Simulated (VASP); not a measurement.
# MoS2 (P-3m1) in VASP: notebook

MoS2 is run at these levels: PBE; tasks: relaxation of shape and atoms at fixed volume, relaxation of cell and atoms.

Program: VASP 6.6.1. These are calculated values, not measurements. Logs are shortened: lines on timing, memory, paths and dates and some standing lists are left out, and cuts for length are marked.

### Step 1. The cell of the first run

Symmetry: P-3m1, No. 164, trigonal system. The conventional cell has a = 3.217 Å, b = 3.217 Å, c = 6.940 Å, α = 90.00°, β = 90.00°, γ = 120.00°. Mo (site symmetry -3m) has 6 S at 2.45 Å and 6 Mo at 3.22 Å within 3.3 Å. S (site symmetry 3m) has 3 Mo at 2.45 Å and 6 S at 3.22 Å within 3.3 Å.

### Step 2. Relaxation of shape and atoms at fixed volume, PBE, collinear spin (20.73 Å³/atom)

Input file INCAR:

```
SYSTEM = MoS2
  PREC = Accurate
  ENCUT = 600
  EDIFF = 1E-7
  ISMEAR = 0
  SIGMA = 0.05
  LREAL = .False.
  LASPH = .True.
  NELM = 150
  ALGO = Normal
  ISIF = 4
  LWAVE = .False.
  LCHARG = .False.
  ISPIN = 2
  MAGMOM = 0.05 0 0
  LORBIT = 11
  LMAXMIX = 4
  GGA = PE
  IBRION = 2
  NSW = 60
  EDIFFG = -0.01
```

Input file KPOINTS:

```
regular mesh
0
Gamma
  12 12 6
  0 0 0
```

Input file POSCAR:

```
MoS2
1.0
    3.2168566204      0.0000000000      0.0000000000
   -1.6084283102      2.7858795536      0.0000000000
    0.0000000000      0.0000000000      6.9402379872
Mo S
1 2
Direct
    0.0000000000      0.0000000000      0.0000000000
    0.3333333333      0.6666666667      0.2294675821
    0.6666666667      0.3333333333      0.7705324179
```

Potentials or basis: VASP PAW PBE potentials, release 64 (Mo_sv, S).

Command:

```bash
$ cat potpaw_PBE.64/Mo_sv/POTCAR potpaw_PBE.64/S/POTCAR > POTCAR
$ mpirun -np 1 vasp_std > vasp.out
```

OUTCAR:

```text
SYSTEM = MoS2
   PREC = Accurate
   ENCUT = 600
   EDIFF = 1E-7
   ISMEAR = 0
   LREAL = .False.
   LASPH = .True.
   NELM = 150
   ISIF = 4
   ISPIN = 2
   LORBIT = 11
   GGA = PE
   IBRION = 2
   NSW = 60
   EDIFFG = -0.01

 ion  position               nearest neighbor table
   1  0.000  0.000  0.000-   2 2.45   3 2.45   3 2.45   2 2.45   3 2.45   2 2.45
   2  0.333  0.667  0.229-   1 2.45   1 2.45   1 2.45
   3  0.667  0.333  0.771-   1 2.45   1 2.45   1 2.45

  LATTYP: Found a hexagonal cell.
 ALAT       =     3.2168566204
 C/A-ratio  =     2.1574595346

  Lattice vectors:

 A1 = (   3.2168566204,   0.0000000000,   0.0000000000)
 A2 = (  -1.6084283102,   2.7858795536,   0.0000000000)
 A3 = (   0.0000000000,   0.0000000000,   6.9402379872)

Analysis of symmetry for initial positions (statically):
=====================================================================
 Subroutine PRICEL returns:
 Original cell was already a primitive cell.

 Routine SETGRP: Setting up the symmetry group for a
 hexagonal supercell.

 Subroutine GETGRP returns: Found 12 space group operations
 (whereof 12 operations were pure point group operations)
 out of a pool of 24 trial point group operations.

The static configuration has the point symmetry D_3d.

Analysis of symmetry for dynamics (positions and initial velocities):
=====================================================================
 Subroutine PRICEL returns:
 Original cell was already a primitive cell.

 Routine SETGRP: Setting up the symmetry group for a
 hexagonal supercell.

 Subroutine GETGRP returns: Found 12 space group operations
 (whereof 12 operations were pure point group operations)
 out of a pool of 24 trial point group operations.

The dynamic configuration has the point symmetry D_3d.

Analysis of structural, dynamic, and magnetic symmetry:
=====================================================================
 Subroutine PRICEL returns:
 Original cell was already a primitive cell.

 Routine SETGRP: Setting up the symmetry group for a
 hexagonal supercell.

 Subroutine GETGRP returns: Found 12 space group operations
 (whereof 12 operations were pure point group operations)
 out of a pool of 24 trial point group operations.

The overall configuration has the point symmetry D_3d.

 Subroutine INISYM returns: Found 12 space group operations
 (whereof 12 operations are pure point group operations),
 and found     1 'primitive' translations

----------------------------------------------------------------------------------------

                                     Primitive cell

  volume of cell :      62.1969

  direct lattice vectors                    reciprocal lattice vectors
     3.216856620  0.000000000  0.000000000     0.310862472  0.179476532  0.000000000
    -1.608428310  2.785879554  0.000000000     0.000000000  0.358953063  0.000000000
     0.000000000  0.000000000  6.940237987     0.000000000  0.000000000  0.144087278

  length of vectors
     3.216856620  3.216856620  6.940237987     0.358953063  0.358953063  0.144087278

  position of ions in fractional coordinates (direct lattice)
     0.000000000  0.000000000  0.000000000
     0.333333333  0.666666667  0.229467582
     0.666666667  0.333333333  0.770532418

  ion indices of the primitive-cell ions
   primitive index   ion index
                 1           1
                 2           2
                 3           3

----------------------------------------------------------------------------------------

 KPOINTS: regular mesh

Automatic generation of k-mesh.
 Grid dimensions read from file:
 generate k-points for:   12   12    6

 Generating k-lattice:

  Cartesian coordinates                     Fractional coordinates (reciprocal lattice)
     0.025905206  0.014956378  0.000000000     0.083333333  0.000000000  0.000000000
     0.000000000  0.029912755  0.000000000     0.000000000  0.083333333  0.000000000
     0.000000000  0.000000000  0.024014546     0.000000000  0.000000000  0.166666667

  Length of vectors
     0.029912755  0.029912755  0.024014546

  Shift w.r.t. Gamma in fractional coordinates (k-lattice)
     0.000000000  0.000000000  0.000000000

 Subroutine IBZKPT returns following result:
 ===========================================

 Found    100 irreducible k-points:

 Following reciprocal coordinates:
            Coordinates               Weight
  0.000000  0.000000  0.000000      1.000000
  0.083333  0.000000  0.000000      6.000000
  0.166667 -0.000000  0.000000      6.000000
  0.250000 -0.000000  0.000000      6.000000
  0.333333  0.000000  0.000000      6.000000
  0.416667 -0.000000  0.000000      6.000000
[... 16 lines left out ...]
  0.166667 -0.000000  0.166667      6.000000
  0.000000  0.166667  0.166667      6.000000
 [... further k-points ...]
   k-points           NKPTS =    100   k-points in BZ     NKDIM =    100   number of bands    NBANDS=     17
   number of dos      NEDOS =    301   number of ions     NIONS =      3
   total plane-waves  NPLWV =  43904
   dimension x,y,z NGX =    28 NGY =   28 NGZ =   56
   dimension x,y,z NGXF=    56 NGYF=   56 NGZF=  112
   ions per type =               1   2
   NGX,Y,Z   is equivalent  to a cutoff of  14.47, 14.47, 13.41 a.u.
   NGXF,Y,Z  is equivalent  to a cutoff of  28.94, 28.94, 26.83 a.u.
 SYSTEM =  MoS2
   PREC   = accura    normal or accurate (medium, high low for compatibility)
   ISTART =      0    job   : 0-new  1-cont  2-samecut
   ICHARG =      2    charge: 1-file 2-atom 10-const
   ISPIN  =      2    spin polarized calculation?
   LNONCOLLINEAR =      F non collinear calculations
   LSORBIT =      F    spin-orbit coupling
   LASPH  =      T    aspherical Exc in radial PAW
   ENCUT  =  600.0 eV  44.10 Ry    6.64 a.u.   6.42  6.42 13.86*2*pi/ulx,y,z
   NELM   =    150;   NELMIN=  2; NELMDL= -5     # of ELM steps
   EDIFF  = 0.1E-06   stopping-criterion for ELM
   LREAL  =      F    real-space projection
   EDIFFG = -.1E-01   stopping-criterion for IOM
   NSW    =     60    number of steps for IOM
   IBRION =      2    ionic relax: 0-MD 1-quasi-New 2-CG
   NFREE  =      1    steps in history (QN), initial steepest desc. (CG)
   ISIF   =      4    stress and relaxation
   ISYM   =      2    0-nonsym 1-usesym 2-fastsym
   POTIM  = 0.5000    time-step for ionic-motion
   TEBEG  =    0.0;   TEEND  =   0.0 temperature during run
   PSTRESS=    0.0 pullay stress
   NELECT =      26.0000    total number of electrons
   NUPDOWN=      -1.0000    fix difference up-down
   EMIN   =  10.00;   EMAX   =-10.00  energy-range for DOS
   EFERMI =   0.00;   METHOD = LEGACY
   ISMEAR =     0;   SIGMA  =   0.05  broadening in eV -4-tet -1-fermi 0-gaus
   EFERMI_NEDOS =   21; number of points for ismear=-14 and -15
   IALGO  =     38    algorithm
   IMIX   =      4    mixing-type and parameters
     AMIX     =   0.40;   BMIX     =  1.00
     AMIX_MAG =   1.60;   BMIX_MAG =  1.00
  volume/ion in A,a.u.               =      20.73       139.91
  Fermi-wavevector in a.u.,A,eV,Ry     =   1.224080  2.313176 20.386588  1.498372
  Thomas-Fermi vector in A             =   2.359168
   LORBIT       =     11    0 simple, 1 ext, 2 COOP (PROOUT), +10 PAW based schemes
   GGA     = PE    functional components
   LHFCALC =     F    Hartree Fock is set to
   AEXX    =    0.0000 exact exchange contribution
   IVDW    =     0    specifies the selected vdW correction
   LEPSILON=     F    determine dielectric tensor
   LRPA    =     F    only Hartree local field effects (RPA)
 conjugate gradient relaxation of ions
 spin polarized calculation
 Gauss-broadening in eV      SIGMA  =   0.05
  energy-cutoff  :      600.00
  volume of cell :       62.20
 maximum number of plane-waves:      2103
 NGX is ok and might be reduce to    28
   NGX = 13   NGY = 13   NGZ = 27

--------------------------------------- Ionic step        1  -------------------------------------------

 number of electron      25.9999998 magnetization      -0.0000080

 number of electron      25.9999998 magnetization       0.0000001

 Free energy of the ion-electron system (eV)
  ---------------------------------------------------
  ext. energy  EPLUGINS =         0.00000000
  ---------------------------------------------------
  free energy    TOTEN  =       -21.00849611 eV

  energy without entropy =      -21.00618936  energy(sigma->0) =      -21.00734273

------------------------ aborting loop because EDIFF is reached ----------------------------------------

  FORCE on cell =-STRESS in cart. coord.  units (eV):
  Direction    XX          YY          ZZ          XY          YZ          ZX
  --------------------------------------------------------------------------------------
  -------------------------------------------------------------------------------------
  Total       -0.9213268     -0.9213268     -1.0154396      0.0000000      0.0000000      0.0000000
  in kB      -23.7331781    -23.7331781    -26.1575017      0.0000000      0.0000000      0.0000000
  external PRESSURE =     -24.5412860 kB  Pullay stress =       0.0000000 kB

 VOLUME and BASIS-vectors are now :
 -----------------------------------------------------------------------------
  energy-cutoff  :      600.00
  volume of cell :       62.20
      direct lattice vectors                 reciprocal lattice vectors
     3.216856620  0.000000000  0.000000000     0.310862472  0.179476532  0.000000000
    -1.608428310  2.785879554  0.000000000     0.000000000  0.358953063  0.000000000
     0.000000000  0.000000000  6.940237987     0.000000000  0.000000000  0.144087278
[... 126 lines left out ...]
  FREE ENERGIE OF THE ION-ELECTRON SYSTEM (eV)
  ---------------------------------------------------
  free  energy   TOTEN  =       -21.0159423842 eV

  energy  without entropy=      -21.0138380876  energy(sigma->0) =      -21.01489024

--------------------------------------- Ionic step        5  -------------------------------------------

 number of electron      25.9999999 magnetization      -0.0000000

 number of electron      25.9999999 magnetization       0.0000000

 Free energy of the ion-electron system (eV)
  ---------------------------------------------------
  ext. energy  EPLUGINS =         0.00000000
  ---------------------------------------------------
  free energy    TOTEN  =       -21.01771389 eV

  energy without entropy =      -21.01512895  energy(sigma->0) =      -21.01642142

 E-fermi :   5.9339     XC(G=0):  -9.8065

 val. band max:        5.9234863488   @ k =   0.0000   0.0833   0.1667
 cond. band min:       5.9383019697   @ k =   0.0833   0.0000   0.1667
 fundamental gap:      0.0148156210
 Fermi energy:         5.9339035491

 spin component 1

 k-point     1 :       0.0000    0.0000    0.0000
  band No.  band energies     occupation
      1     -55.8731      1.00000
      2     -29.9103      1.00000
      3     -29.8536      1.00000
      4     -29.8536      1.00000
      5      -8.8763      1.00000
      6      -7.6833      1.00000
[... 9 lines left out ...]
     16       9.0937      0.00000
     17       9.0937      0.00000
[... 441 lines left out ...]
 k-point    24 :       0.0000    0.1667    0.1667
  band No.  band energies     occupation
      1     -55.8642      1.00000
      2     -29.9439      1.00000
      3     -29.8926      1.00000
      4     -29.8744      1.00000
      5      -8.4546      1.00000
      6      -7.5708      1.00000
[... 9 lines left out ...]
     16       8.3459      0.00000
     17       8.9692      0.00000

 [... further k-points ...]

 spin component 2

 k-point     1 :       0.0000    0.0000    0.0000
  band No.  band energies     occupation
      1     -55.8731      1.00000
      2     -29.9103      1.00000
      3     -29.8536      1.00000
      4     -29.8536      1.00000
      5      -8.8763      1.00000
      6      -7.6833      1.00000
[... 9 lines left out ...]
     16       9.0937      0.00000
     17       9.0937      0.00000
[... 482 lines left out ...]
 POSITION                                       TOTAL-FORCE (eV/Angst)
 -----------------------------------------------------------------------------------
      0.00000     -0.00000      0.00000        -0.000000      0.000000      0.000000
     -0.00000      1.84320      1.58358         0.000000     -0.000000      0.006337
      1.59625      0.92160      5.46292        -0.000000      0.000000     -0.006337
 -----------------------------------------------------------------------------------
    total drift:                               -0.000000      0.000000      0.000000

  FREE ENERGIE OF THE ION-ELECTRON SYSTEM (eV)
  ---------------------------------------------------
  free  energy   TOTEN  =       -21.0177138925 eV

  energy  without entropy=      -21.0151289538  energy(sigma->0) =      -21.01642142

 reached required accuracy - stopping structural energy minimisation

 total charge

# of ion       s       p       d       tot
------------------------------------------
    1        2.288   6.210   3.881  12.379
    2        1.366   2.318   0.000   3.684
    3        1.366   2.318   0.000   3.684
--------------------------------------------------
tot          5.019  10.845   3.881  19.746

 magnetization (x)

# of ion       s       p       d       tot
------------------------------------------
    1        0.000   0.000  -0.000  -0.000
    2        0.000  -0.000   0.000  -0.000
    3        0.000  -0.000   0.000  -0.000
--------------------------------------------------
tot          0.000  -0.000  -0.000  -0.000
```

Run time: 7.3 min. Hardware: 1 thread of Oxide Virtual Turin-like, shared host; peak memory 0.35 GiB.

Results:

```yaml
Free_energy: -21.0177 eV
Energy_gained_by_relaxing: 3.1 meV/atom
Ionic_steps: 5
Pressure_after_relaxing: -0.1 GPa
Largest_force_after_relaxing: 0.006 eV/Å
Band_gap_on_the_k_mesh: zero (filled and empty bands overlap)
Net_moment: 0.00 μB per cell
Valence_electrons_inside_the_program's_atomic_spheres: Mo 12.38; S 3.68
```

Forces on the atoms (eV/Å):
```
Mo   0.000  0.000  0.000
S    0.000  0.000  0.006
S    0.000  0.000 -0.006
```

The path:
| step | energy change (eV) | largest force (eV/Å) | pressure (GPa) | volume (Å³) |
| --- | --- | --- | --- | --- |
| 1 | 0.0000 | 0.3031 | -2.45 | 62.20 |
| 2 | -0.0056 | 0.0853 | -1.29 | 62.20 |
| 3 | -0.0060 | 0.0142 | -0.91 | 62.20 |
| 4 | -0.0074 | 0.0094 | -0.71 | 62.20 |
| 5 | -0.0092 | 0.0063 | -0.09 | 62.20 |

Final structure:
```
Mo S
1.0
     3.19251    0.00000    0.00000
    -1.59625    2.76479    0.00000
     0.00000    0.00000    7.04650
Mo S
1 2
Direct
  0.00000 0.00000 0.00000
  0.33333 0.66667 0.22473
  0.66667 0.33333 0.77527
```

Levels at points of the mesh, in eV from the Fermi level:
Spin up:
```tsv
k point	band 11	band 12	band 13	band 14	band 15	band 16
(0.00, 0.00, 0.00)	-1.16	-0.90	-0.90	-0.23	-0.23	3.16
(0.50, 0.00, 0.00)	-2.98	-2.00	-1.62	1.06	1.76	3.41
(0.00, 0.00, 0.50)	-0.90	-0.90	-0.59	-0.24	-0.24	3.19
(0.50, 0.00, 0.50)	-2.69	-2.15	-1.58	1.06	1.78	3.32
```
Spin down:
```
           k point  band 11  band 12  band 13  band 14  band 15  band 16
(0.00, 0.00, 0.00)    -1.16    -0.90    -0.90    -0.23    -0.23     3.16
(0.50, 0.00, 0.00)    -2.98    -2.00    -1.62     1.06     1.76     3.41
(0.00, 0.00, 0.50)    -0.90    -0.90    -0.59    -0.24    -0.24     3.19
(0.50, 0.00, 0.50)    -2.69    -2.15    -1.58     1.06     1.78     3.32
```

Caveat: this functional lacks dispersion, which binds the layers, so the pressure and a relaxed spacing across them are unreliable.

(Continued in part 2 of 2.)
